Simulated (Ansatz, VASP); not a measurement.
## InSe2: VASP beside Ansatz

```
CELL_PARAMETERS angstrom
4.19838 0.00000 0.00000
0.00000 4.19838 0.00000
0.00000 0.00000 8.95393
ATOMIC_POSITIONS crystal
In 0.00000 0.50000 0.70359
In 0.50000 0.00000 0.29641
Se 0.00000 0.50000 0.36579
Se 0.50000 0.00000 0.63421
Se 0.00000 0.00000 0.00000
Se 0.50000 0.50000 0.00000
```

Change from the starting cell: strain +0.080 along x and y, -0.080 along z, atoms carried along.

Alike in both runs: task single point; functional PBE; k mesh 12 × 12 × 6; occupations gaussian, width 0.15 eV; no spin polarisation.

```csv
,VASP,Ansatz
version,VASP 6.6.1,Ansatz 0.2.0
potentials or method,"VASP PAW PBE potentials, release 64 (In_d, Se), cutoff 520 eV","scalar-relativistic, plane waves, PAW"
valence electrons in the cell,50,90
```

|  | VASP | Ansatz | Ansatz less VASP |
| --- | --- | --- | --- |
| gap on the k mesh at the Fermi level (eV) | none | none | - |
| pressure (GPa) | -5.5 | -5.5 | -0.01 |
| traceless stress, the component that is largest in VASP (GPa) | 4.94 | 4.92 | -0.011 |
| rms of the force components (eV/Å) | 0.163 | 0.163 | +0.0002 |

Atom by atom the forces differ by 0.001 eV/Å (rms over components). A gap of «none» marks a metal or a gap that the smearing closes. With one functional, cell and mesh, what is left measures potentials, basis and numerics. VASP's potentials hold 50 valence electrons a cell and Ansatz's 90, so a difference there can come from the potentials and not from the codes.
